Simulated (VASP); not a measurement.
A run of VASP 6.6.1:

INCAR

```
SYSTEM = W
  PREC = Accurate
  ENCUT = 520
  EDIFF = 1E-6
  ISMEAR = -1
  SIGMA = 0.15
  LREAL = .False.
  LASPH = .True.
  NELM = 60
  ALGO = Normal
  ISIF = 2
  LWAVE = .False.
  LCHARG = .True.
  GGA = CA
  LELF = .True.
  LVHAR = .True.
  NBANDS = 13
```

KPOINTS

```
Automatic mesh
0
Gamma
  20 20 20
  0 0 0
```

POSCAR

```
W
1.0
    0.0000000000      1.9738262339      1.9738262339
    1.9738262339      0.0000000000      1.9738262339
    1.9738262339      1.9738262339      0.0000000000
W
1
Direct
    0.0000000000      0.0000000000      0.0000000000
```

Potentials or basis: VASP PAW LDA potentials, release 64 (W_sv).

Command:

```sh
$ cat potpaw_LDA.64/W_sv/POTCAR > POTCAR
$ mpirun -np 1 vasp_std > vasp.out
```

Hardware: 1 thread of AMD EPYC 9R45 96-Core Processor (Zen 5), on a shared host.

Q: How long does it take, and how much memory?

A: It took 33 s on 1 thread of AMD EPYC 9R45 96-Core Processor (Zen 5) (shared host), peak memory 0.14 GiB. Counts: scf iterations 11, k points 256.
